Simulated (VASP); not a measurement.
**Y3GaC: single point with LDA**

The system is Y3GaC.

```
Y Ga C
1.0
     4.85429    0.00000    0.00000
     0.00000    4.85429    0.00000
     0.00000    0.00000    4.85429
Y Ga C
3 1 1
Direct
  0.50000 0.00000 0.50000
  0.50000 0.50000 0.00000
  0.00000 0.50000 0.50000
  0.00000 0.00000 0.00000
  0.50000 0.50000 0.50000
```

```yaml
Program: VASP 6.6.1
Task: single point
Functional: LDA
Potentials_or_basis: VASP PAW LDA potentials, release 64 (Y_sv, Ga_d, C)
Cutoff: 520 eV
k_mesh: 4 × 4 × 4
Occupations: gaussian, width 0.1 eV
Spin: no spin polarisation
```

```json
{
 "Pressure": "-4.4 GPa",
 "Band gap on the k mesh": "zero (filled and empty bands touch)"
}
```

Levels at points of the mesh, in eV from the Fermi level:
| k point | band 21 | band 22 | band 23 | band 24 | band 25 | band 26 | band 27 | band 28 | band 29 | band 30 |
| --- | --- | --- | --- | --- | --- | --- | --- | --- | --- | --- |
| (0.00, 0.00, 0.00) | -0.40 | -0.20 | -0.20 | -0.20 | -0.03 | -0.03 | -0.03 | 1.93 | 1.93 | 1.93 |
| (0.50, 0.00, 0.00) | -2.18 | -0.77 | -0.77 | -0.28 | -0.28 | 0.39 | 0.99 | 2.15 | 2.52 | 2.91 |
| (0.50, 0.50, 0.00) | -3.11 | -1.35 | -1.03 | -1.03 | -0.54 | 1.81 | 1.81 | 2.01 | 2.01 | 2.12 |
| (0.50, 0.50, 0.50) | -3.35 | -3.35 | -0.15 | -0.15 | -0.15 | 1.54 | 1.54 | 1.54 | 2.11 | 2.11 |

It took 14 s on 1 thread of Intel(R) Xeon(R) 6975P-C (Granite Rapids), with other jobs on the host, peak memory 0.2 GiB.
